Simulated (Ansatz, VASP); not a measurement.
**MgSe: VASP beside Ansatz**

```
Mg Se
1.0
     0.00000    2.73372    2.73372
     2.73372    0.00000    2.73372
     2.73372    2.73372    0.00000
Mg Se
1 1
Direct
  0.00000 0.00000 0.00000
  0.50000 0.50000 0.50000
```

Alike in both runs: task single point; functional PBE; k mesh 4 × 4 × 4; no spin polarisation.

```csv
,VASP,Ansatz
version,VASP 6.6.1,Ansatz 0.2.0
potentials or method,"VASP PAW PBE potentials, release 64 (Mg, Se), cutoff 600 eV","scalar-relativistic, plane waves, PAW"
occupations,tetrahedron,tetrahedron-uncorrected
valence electrons in the cell,8,26
```

```csv
,VASP,Ansatz,Ansatz less VASP
gap on the k mesh at the Fermi level (eV),1.75,1.78,+0.024
least direct gap on the mesh (eV),2.52,2.53,+0.011
pressure (GPa),1.7,1.8,+0.12
```

VASP's potentials hold 8 valence electrons a cell and Ansatz's 26, so a difference there can come from the potentials and not from the codes. Ansatz's warnings: band table not solved further.

The k mesh is coarse, so the values compare programs but aren't converged.
